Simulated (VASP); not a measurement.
Write the native input for VASP 6.6.1 that does the following.

| Quantity | Value |
| --- | --- |
| Task | single point |
| Functional | LDA |
| Potentials or basis | VASP PAW LDA potentials, release 64 (Sr_sv, O) |
| Cutoff | 600 eV |
| k mesh | 6 × 6 × 6 |
| Occupations | fermi-dirac, width 0.05 eV |
| Spin | no spin polarisation |
| Dipole correction | no |
| Further INCAR settings | ALGO = Normal; EDIFF = 1e-06; NBANDS = 15 |

The structure of SrO lies in POSCAR:

```
SrO
1.0
    0.0000000000      2.5663000000      2.5663000000
    2.5663000000      0.0000000000      2.5663000000
    2.5663000000      2.5663000000      0.0000000000
Sr O
1 1
Direct
    0.5000000000      0.5000000000      0.5000000000
    0.0000000000      0.0000000000      0.0000000000
```

These files were run (other wordings do the same):

INCAR

```
PREC = Accurate
ENCUT = 600
EDIFF = 1E-6
ISMEAR = -1
SIGMA = 0.05
LREAL = F
LASPH = T
NELM = 120
ALGO = Normal
ISIF = 2
LWAVE = F
LCHARG = F
NBANDS = 15
GGA_COMPAT = F
```

KPOINTS

```
Automatic mesh
0
Gamma
  6 6 6
```

Potentials or basis: VASP PAW LDA potentials, release 64 (Sr_sv, O).

Launch:

```console
$ cat potpaw_LDA.64/Sr_sv/POTCAR potpaw_LDA.64/O/POTCAR > POTCAR
$ mpirun -np 1 vasp_std > vasp.out
```

It gave:

```json
{
 "Pressure": "-3.2 GPa",
 "Band gap on the k mesh": "3.10 eV (least direct gap 3.18 eV)"
}
```

Caveat: the cell stands under tension.

It took 12 s on 1 thread of Intel(R) Xeon(R) 6975P-C (Granite Rapids) (shared host), peak memory 0.15 GiB.
